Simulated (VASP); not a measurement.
# In3Se (P4/mmm) in VASP: single point with PBE

Aim: the single point of In3Se with PBE.

All numbers are computed with VASP 6.6.1; they aren't measurements. Logs are shortened: lines on timing, memory, paths and dates and some standing lists are left out, and cuts for length are marked.

## (1) The cell of the first run

It takes space group P4/mmm (No. 123, tetragonal). Conventional cell: a = 4.934 Å, b = 4.934 Å, c = 4.790 Å, α = 90.00°, β = 90.00°, γ = 90.00°. In (site symmetry mmm) has 8 In at 3.44 to 3.49 Å and 4 Se at 3.44 Å within 4.5 Å. Within 4.5 Å of In (site symmetry 4/mmm) lie 8 In at 3.44 Å and 4 Se at 3.49 Å. Se (site symmetry 4/mmm) has 12 In at 3.44 to 3.49 Å within 4.5 Å.

## (2) Single point, PBE (strain +0.030 along x and y, +0.000 along z)

The input, INCAR:

```
ALGO     = Normal         # electronic algorithm
EDIFF    = 1E-7           # SCF threshold, eV
ENCUT    = 520            # plane-wave cutoff, eV
GGA      = PE             # functional
ISIF     = 2              # what is computed and relaxed
ISMEAR   = 0              # smearing method
LASPH    = True           # aspherical terms in the spheres
LCHARG   = False          # write CHGCAR
LREAL    = False          # projectors in reciprocal space
LWAVE    = False          # write WAVECAR
NBANDS   = 30             # bands
NELM     = 100            # most SCF steps
PREC     = Accurate       # precision mode
SIGMA    = 0.15           # smearing width, eV
```

The input, KPOINTS:

```
k-points
0
Gamma
  10 10 10
```

The input, POSCAR:

```
In3Se
1.0
    4.9341558288      0.0000000000      0.0000000000
    0.0000000000      4.9341558288      0.0000000000
    0.0000000000      0.0000000000      4.7904425522
In Se
3 1
Direct
    0.0000000000      0.5000000000      0.5000000000
    0.5000000000      0.0000000000      0.5000000000
    0.5000000000      0.5000000000      0.0000000000
    0.0000000000      0.0000000000      0.0000000000
```

Potentials or basis: VASP PAW PBE potentials, release 64 (In_d, Se).

Command:

```bash
> cat potpaw_PBE.64/In_d/POTCAR potpaw_PBE.64/Se/POTCAR > POTCAR
> mpirun -np 1 vasp_std > vasp.out
```

OUTCAR:

```text
EDIFF = 1E-7
   ENCUT = 520
   GGA = PE
   ISIF = 2
   ISMEAR = 0
   LASPH = True
   LREAL = False
   NELM = 100
   PREC = Accurate

 ion  position               nearest neighbor table
   1  0.000  0.500  0.500-   3 3.44   3 3.44   3 3.44   3 3.44   2 3.49   2 3.49   2 3.49   2 3.49

   2  0.500  0.000  0.500-   3 3.44   3 3.44   3 3.44   3 3.44   1 3.49   1 3.49   1 3.49   1 3.49

   3  0.500  0.500  0.000-   1 3.44   2 3.44   1 3.44   2 3.44   2 3.44   2 3.44   1 3.44   1 3.44

   4  0.000  0.000  0.000-

  LATTYP: Found a simple tetragonal cell.
 ALAT       =     4.9341558288
 C/A-ratio  =     0.9708737864

  Lattice vectors:

 A1 = (   4.9341558288,   0.0000000000,   0.0000000000)
 A2 = (   0.0000000000,   4.9341558288,   0.0000000000)
 A3 = (   0.0000000000,   0.0000000000,   4.7904425522)

Analysis of symmetry for initial positions (statically):
=====================================================================
 Subroutine PRICEL returns:
 Original cell was already a primitive cell.

 Routine SETGRP: Setting up the symmetry group for a
 simple tetragonal supercell.

 Subroutine GETGRP returns: Found 16 space group operations
 (whereof 16 operations were pure point group operations)
 out of a pool of 16 trial point group operations.

The static configuration has the point symmetry D_4h.

Analysis of symmetry for dynamics (positions and initial velocities):
=====================================================================
 Subroutine PRICEL returns:
 Original cell was already a primitive cell.

 Routine SETGRP: Setting up the symmetry group for a
 simple tetragonal supercell.

 Subroutine GETGRP returns: Found 16 space group operations
 (whereof 16 operations were pure point group operations)
 out of a pool of 16 trial point group operations.

The dynamic configuration has the point symmetry D_4h.

 Subroutine INISYM returns: Found 16 space group operations
 (whereof 16 operations are pure point group operations),
 and found     1 'primitive' translations

----------------------------------------------------------------------------------------

                                     Primitive cell

  volume of cell :     116.6276

  direct lattice vectors                    reciprocal lattice vectors
     4.934155829  0.000000000  0.000000000     0.202668913  0.000000000  0.000000000
     0.000000000  4.934155829  0.000000000     0.000000000  0.202668913  0.000000000
     0.000000000  0.000000000  4.790442552     0.000000000  0.000000000  0.208748981

  length of vectors
     4.934155829  4.934155829  4.790442552     0.202668913  0.202668913  0.208748981

  position of ions in fractional coordinates (direct lattice)
     0.000000000  0.500000000  0.500000000
     0.500000000  0.000000000  0.500000000
     0.500000000  0.500000000  0.000000000
     0.000000000  0.000000000  0.000000000

  ion indices of the primitive-cell ions
   primitive index   ion index
                 1           1
                 2           2
                 3           3
                 4           4

----------------------------------------------------------------------------------------

 KPOINTS: k-points

Automatic generation of k-mesh.
 Grid dimensions read from file:
 generate k-points for:   10   10   10

 Generating k-lattice:

  Cartesian coordinates                     Fractional coordinates (reciprocal lattice)
     0.020266891  0.000000000  0.000000000     0.100000000  0.000000000  0.000000000
     0.000000000  0.020266891  0.000000000     0.000000000  0.100000000  0.000000000
     0.000000000  0.000000000  0.020874898     0.000000000  0.000000000  0.100000000

  Length of vectors
     0.020266891  0.020266891  0.020874898

  Shift w.r.t. Gamma in fractional coordinates (k-lattice)
     0.000000000  0.000000000  0.000000000

 Subroutine IBZKPT returns following result:
 ===========================================

 Found    126 irreducible k-points:

 Following reciprocal coordinates:
            Coordinates               Weight
  0.000000  0.000000  0.000000      1.000000
  0.100000  0.000000  0.000000      4.000000
  0.200000  0.000000  0.000000      4.000000
  0.300000  0.000000  0.000000      4.000000
  0.400000  0.000000  0.000000      4.000000
  0.500000  0.000000  0.000000      2.000000
[... 16 lines left out ...]
  0.100000  0.000000  0.100000      8.000000
  0.200000  0.000000  0.100000      8.000000
 [... further k-points ...]
   k-points           NKPTS =    126   k-points in BZ     NKDIM =    126   number of bands    NBANDS=     30
   number of dos      NEDOS =    301   number of ions     NIONS =      4
   total plane-waves  NPLWV =  57600
   dimension x,y,z NGX =    40 NGY =   40 NGZ =   36
   dimension x,y,z NGXF=    80 NGYF=   80 NGZF=   72
   ions per type =               3   1
   NGX,Y,Z   is equivalent  to a cutoff of  13.48, 13.48, 12.49 a.u.
   NGXF,Y,Z  is equivalent  to a cutoff of  26.95, 26.95, 24.99 a.u.
 SYSTEM =  unknown system
   PREC   = accura    normal or accurate (medium, high low for compatibility)
   ISTART =      0    job   : 0-new  1-cont  2-samecut
   ICHARG =      2    charge: 1-file 2-atom 10-const
   ISPIN  =      1    spin polarized calculation?
   LNONCOLLINEAR =      F non collinear calculations
   LSORBIT =      F    spin-orbit coupling
   LASPH  =      T    aspherical Exc in radial PAW
   ENCUT  =  520.0 eV  38.22 Ry    6.18 a.u.   9.17  9.17  8.91*2*pi/ulx,y,z
   NELM   =    100;   NELMIN=  2; NELMDL= -5     # of ELM steps
   EDIFF  = 0.1E-06   stopping-criterion for ELM
   LREAL  =      F    real-space projection
   EDIFFG = 0.1E-05   stopping-criterion for IOM
   NSW    =      0    number of steps for IOM
   IBRION =     -1    ionic relax: 0-MD 1-quasi-New 2-CG
   NFREE  =      0    steps in history (QN), initial steepest desc. (CG)
   ISIF   =      2    stress and relaxation
   ISYM   =      2    0-nonsym 1-usesym 2-fastsym
   POTIM  = 0.5000    time-step for ionic-motion
   TEBEG  =    0.0;   TEEND  =   0.0 temperature during run
   PSTRESS=    0.0 pullay stress
   NELECT =      45.0000    total number of electrons
   NUPDOWN=      -1.0000    fix difference up-down
   EMIN   =  10.00;   EMAX   =-10.00  energy-range for DOS
   EFERMI =   0.00;   METHOD = LEGACY
   ISMEAR =     0;   SIGMA  =   0.15  broadening in eV -4-tet -1-fermi 0-gaus
   EFERMI_NEDOS =   21; number of points for ismear=-14 and -15
   IALGO  =     38    algorithm
   IMIX   =      4    mixing-type and parameters
     AMIX     =   0.40;   BMIX     =  1.00
     AMIX_MAG =   1.60;   BMIX_MAG =  1.00
  volume/ion in A,a.u.               =      29.16       196.76
  Fermi-wavevector in a.u.,A,eV,Ry     =   1.191823  2.252220 19.326298  1.420443
  Thomas-Fermi vector in A             =   2.327876
   LORBIT       =      0    0 simple, 1 ext, 2 COOP (PROOUT), +10 PAW based schemes
   GGA     = PE    functional components
   LHFCALC =     F    Hartree Fock is set to
   AEXX    =    0.0000 exact exchange contribution
   IVDW    =     0    specifies the selected vdW correction
   LEPSILON=     F    determine dielectric tensor
   LRPA    =     F    only Hartree local field effects (RPA)
 non-spin polarized calculation
 Gauss-broadening in eV      SIGMA  =   0.15
  energy-cutoff  :      520.00
  volume of cell :      116.63
 maximum number of plane-waves:      3176
 NGX is ok and might be reduce to    40
   NGX = 19   NGY = 19   NGZ = 17

 number of electron      45.0000006 magnetization

 Free energy of the ion-electron system (eV)
  ---------------------------------------------------
  ext. energy  EPLUGINS =         0.00000000
  ---------------------------------------------------
  free energy    TOTEN  =       -11.65100908 eV

  energy without entropy =      -11.63319518  energy(sigma->0) =      -11.64210213

 E-fermi :   5.4229     XC(G=0):  -9.5081

 val. band max:        5.4196099187   @ k =   0.2000   0.1000   0.1000
 cond. band min:       5.4266083108   @ k =   0.4000   0.0000   0.4000
 fundamental gap:      0.0069983921
 Fermi energy:         5.4228605042

 k-point     1 :       0.0000    0.0000    0.0000
  band No.  band energies     occupation
      1      -9.3117      2.00000
      2      -9.3117      2.00000
      3      -9.2991      2.00000
      4      -9.2899      2.00000
      5      -9.2120      2.00000
      6      -9.1867      2.00000
[... 22 lines left out ...]
     29      10.5841      0.00000
     30      11.9971      0.00000

 k-point     2 :       0.1000    0.0000    0.0000
  band No.  band energies     occupation
      1      -9.3106      2.00000
      2      -9.3036      2.00000
      3      -9.2924      2.00000
      4      -9.2828      2.00000
      5      -9.2101      2.00000
      6      -9.1829      2.00000
[... 22 lines left out ...]
     29      10.8445      0.00000
     30      12.2256      0.00000

 k-point     3 :       0.2000    0.0000    0.0000
  band No.  band energies     occupation
      1      -9.3075      2.00000
      2      -9.2801      2.00000
      3      -9.2735      2.00000
      4      -9.2620      2.00000
      5      -9.2057      2.00000
      6      -9.1711      2.00000
[... 22 lines left out ...]
     29      11.4647      0.00000
     30      12.0690      0.00000

 k-point     4 :       0.3000    0.0000    0.0000
  band No.  band energies     occupation
      1      -9.3037      2.00000
      2      -9.2464      2.00000
      3      -9.2432      2.00000
      4      -9.2296      2.00000
      5      -9.2008      2.00000
      6      -9.1521      2.00000
[... 22 lines left out ...]
     29      11.2604      0.00000
     30      11.8550      0.00000

 k-point     5 :       0.4000    0.0000    0.0000
  band No.  band energies     occupation
      1      -9.3005      2.00000
      2      -9.2203      2.00000
      3      -9.1976      2.00000
      4      -9.1941      2.00000
      5      -9.1905      2.00000
      6      -9.1307      2.00000
[... 22 lines left out ...]
     29      10.2638      0.00000
     30      11.3273      0.00000
[... 526 lines left out ...]
     29       9.8859      0.00000
     30      12.2472      0.00000

 k-point    22 :       0.0000    0.0000    0.1000
  band No.  band energies     occupation
      1      -9.3037      2.00000
      2      -9.3037      2.00000
      3      -9.2916      2.00000
      4      -9.2882      2.00000
      5      -9.2070      2.00000
      6      -9.1857      2.00000
[... 22 lines left out ...]
     29      10.8504      0.00000
     30      12.1132      0.00000

 k-point    23 :       0.1000    0.0000    0.1000
  band No.  band energies     occupation
      1      -9.3029      2.00000
      2      -9.2979      2.00000
      3      -9.2838      2.00000
      4      -9.2807      2.00000
      5      -9.2049      2.00000
      6      -9.1818      2.00000
[... 22 lines left out ...]
     29      11.0672      0.00000
     30      12.3156      0.00000

 k-point    24 :       0.2000    0.0000    0.1000
  band No.  band energies     occupation
      1      -9.3002      2.00000
      2      -9.2804      2.00000
      3      -9.2622      2.00000
      4      -9.2597      2.00000
      5      -9.2003      2.00000
      6      -9.1694      2.00000
[... 22 lines left out ...]
     29      11.3980      0.00000
     30      11.8397      0.00000

 [... further k-points ...]

------------------------ aborting loop because EDIFF is reached ----------------------------------------

  FORCE on cell =-STRESS in cart. coord.  units (eV):
  Direction    XX          YY          ZZ          XY          YZ          ZX
  --------------------------------------------------------------------------------------
  -------------------------------------------------------------------------------------
  Total       -1.3351969     -1.3351969     -1.2549052      0.0000000     -0.0000000      0.0000000
  in kB      -18.3423314    -18.3423314    -17.2393209      0.0000000     -0.0000000      0.0000000
  external PRESSURE =     -17.9746612 kB  Pullay stress =       0.0000000 kB

 VOLUME and BASIS-vectors are now :
 -----------------------------------------------------------------------------
  energy-cutoff  :      520.00
  volume of cell :      116.63
      direct lattice vectors                 reciprocal lattice vectors
     4.934155829  0.000000000  0.000000000     0.202668913  0.000000000  0.000000000
     0.000000000  4.934155829  0.000000000     0.000000000  0.202668913  0.000000000
     0.000000000  0.000000000  4.790442552     0.000000000  0.000000000  0.208748981

 POSITION                                       TOTAL-FORCE (eV/Angst)
 -----------------------------------------------------------------------------------
      0.00000      2.46708      2.39522         0.000000      0.000000      0.000000
      2.46708      0.00000      2.39522         0.000000      0.000000      0.000000
      2.46708      2.46708      0.00000         0.000000      0.000000      0.000000
      0.00000      0.00000      0.00000         0.000000      0.000000      0.000000
 -----------------------------------------------------------------------------------
    total drift:                               -0.000000     -0.000000     -0.000000

  FREE ENERGIE OF THE ION-ELECTRON SYSTEM (eV)
  ---------------------------------------------------
  free  energy   TOTEN  =       -11.6510090846 eV

  energy  without entropy=      -11.6331951847  energy(sigma->0) =      -11.64210213
```

Run time: 5.2 min. Hardware: 1 thread of Intel Xeon 8259CL, shared host; peak memory 0.46 GiB.

What came out:

| Quantity | Value |
| --- | --- |
| Free energy | -11.6510 eV |
| Pressure | -1.8 GPa |
| Band gap on the k mesh | zero (an odd number of electrons rules out a gap without spin polarisation) |

Caveat: the cell differs from its parent crystal (strain +0.030 along x and y, +0.000 along z); spin-orbit coupling is left out, which moves the levels of the heavy elements.
